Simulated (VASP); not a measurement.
A run of VASP 6.6.1:

File INCAR:

```
SYSTEM = Li3Sn
  PREC = Accurate
  ENCUT = 750
  EDIFF = 1E-7
  ISMEAR = 1
  SIGMA = 0.1
  LREAL = .False.
  LASPH = .True.
  NELM = 120
  ALGO = Normal
  ISIF = 3
  LWAVE = .False.
  LCHARG = .False.
  GGA = PS
  IVDW = 12
  IBRION = 2
  NSW = 80
  EDIFFG = -0.005
  GGA_COMPAT = .False.
  NELMIN = 4
```

Contents of KPOINTS:

```
regular mesh
0
Gamma
  6 6 6
  0 0 0
```

The input POSCAR:

```
Li3Sn
1.0
    0.0000000000      3.2718720000      3.2718720000
    3.2718720000      0.0000000000      3.2718720000
    3.2718720000      3.2718720000      0.0000000000
Li Sn
3 1
Direct
    0.2500000000      0.2500000000      0.2500000000
    0.7500000000      0.7500000000      0.7500000000
    0.5000000000      0.5000000000      0.5000000000
    0.0000000000      0.0000000000      0.0000000000
```

Potentials or basis: VASP PAW PBE potentials, release 64 (Li_sv, Sn_d).

Command:

```bash
$ cat potpaw_PBE.64/Li_sv/POTCAR potpaw_PBE.64/Sn_d/POTCAR > POTCAR
$ mpirun -np 1 vasp_std > vasp.out
```

Hardware: 1 thread of Intel(R) Xeon(R) Platinum 8488C (Sapphire Rapids), with other jobs on the host.

**Question.** How long does it take, and how much memory?

**Answer.** It took 95 s on 1 thread of Intel(R) Xeon(R) Platinum 8488C (Sapphire Rapids) (shared host), peak memory 0.28 GiB. Counts: scf iterations 39, k points 16, ion steps 4.
